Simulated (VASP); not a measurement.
**RbReO3: single point with LDA**

The system is RbReO3.

```xyz
5
Lattice="3.9841 0.0000 0.0000 0.0000 3.9841 0.0000 0.0000 0.0000 3.9841" Properties=species:S:1:pos:R:3 pbc="T T T"
Rb    0.0000    0.0000    0.0000
Re    1.9920    1.9920    1.9920
O     1.9920    1.9920    0.0000
O     1.9920    0.0000    1.9920
O     0.0000    1.9920    1.9920
```

| Item | Value |
| --- | --- |
| Program | VASP 6.6.1 |
| Task | single point |
| Functional | LDA |
| Potentials or basis | VASP PAW LDA potentials, release 64 (Rb_sv, Re, O) |
| Cutoff | 600 eV |
| k mesh | 4 × 4 × 4 |
| Occupations | gaussian, width 0.15 eV |
| Spin | no spin polarisation |

- Pressure: -12.1 GPa
- Band gap on the k mesh: zero (bands 17 and 18 overlap by 4.11 eV)

Levels at points of the mesh, in eV from the Fermi level:
```
           k point  band 12  band 13  band 14  band 15  band 16  band 17  band 18  band 19  band 20  band 21
(0.00, 0.00, 0.00)    -3.39    -3.39    -2.82    -2.82    -2.82    -2.32    -2.32    -2.32     1.32     1.32
(0.50, 0.00, 0.00)    -5.02    -4.35    -3.90    -3.32    -3.32    -2.23     0.70     0.70     1.33     3.89
(0.50, 0.50, 0.00)    -5.67    -4.65    -3.29    -3.29    -2.37     0.70     0.70     1.58     2.46     7.38
(0.50, 0.50, 0.50)    -5.60    -5.60    -2.33    -2.33    -2.33     1.79     1.79     1.79     6.59     6.59
```

Run time: 28 s on 1 thread of AMD EPYC 7R43 64-Core Processor (Zen 3), with other jobs on the host, peak memory 0.12 GiB.

Caveat: the k points lie up to 0.39 Å⁻¹ apart, too coarse for converged energies and pressures of a metal; spin-orbit coupling is left out, which moves the levels of the heavy elements.
